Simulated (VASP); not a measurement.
Wanted: the native input for a VASP 6.6.1 run.

| Item | Value |
| --- | --- |
| Task | single point |
| Functional | PBE |
| Potentials or basis | VASP PAW PBE potentials, release 64 (Si, W_sv, Cl) |
| Cutoff | 520 eV |
| k mesh | 8 × 8 × 1 |
| Occupations | gaussian, width 0.1 eV |
| Spin | no spin polarisation |
| Dipole correction | yes |
| Further INCAR settings | ALGO = Normal; EDIFF = 1e-06; NBANDS = 34 |

The structure of Si4W2Cl lies in POSCAR:

```
Si4W2Cl
1.0
    3.2292919632      0.0000000000      0.0000000000
    0.0000000000      3.2292919632      0.0000000000
    0.0000000000      0.0000000000     21.9372962356
Si W Cl
4 2 1
Direct
    0.0000000000      0.0000000000      0.1823378760
    0.0000000000      0.0000000000      0.3009901015
    0.5000000000      0.5000000000      0.3590107492
    0.5000000000      0.5000000000      0.4757786066
    0.5000000000      0.5000000000      0.2416639887
    0.0000000000      0.0000000000      0.4178382292
    0.8750000000      1.0000000000      0.5498610490
```

These files were run (other wordings do the same):

INCAR

```
SYSTEM = Si4W2Cl
PREC = Accurate
ENCUT = 520
EDIFF = 1E-6
ISMEAR = 0
SIGMA = 0.1
LREAL = .FALSE.
LASPH = .TRUE.
NELM = 60
ALGO = Normal
ISIF = 2
LWAVE = .FALSE.
LCHARG = .FALSE.
LDIPOL = .TRUE.
IDIPOL = 3
DIPOL = 0.5 0.5 0.361
GGA = PE
NBANDS = 34
```

KPOINTS

```
regular mesh
0
G
  8 8 1
  0 0 0
```

Potentials or basis: VASP PAW PBE potentials, release 64 (Si, W_sv, Cl).

Run with:

```sh
$ cat potpaw_PBE.64/Si/POTCAR potpaw_PBE.64/W_sv/POTCAR potpaw_PBE.64/Cl/POTCAR > POTCAR
$ mpirun -np 1 vasp_std > vasp.out
```

It gave:

The largest force is 0.497 eV/Å. The band gap on the k mesh is zero (an odd number of electrons rules out a gap without spin polarisation).

Caveat: spin-orbit coupling is left out, which moves the levels of the heavy elements; an odd number of electrons without spin polarisation forces a metal; a magnetic or distorted state may lie lower.

It took 5 min on 1 thread of Intel(R) Xeon(R) Platinum 8375C CPU @ 2.90GHz (Ice Lake) (shared host), peak memory 0.41 GiB.
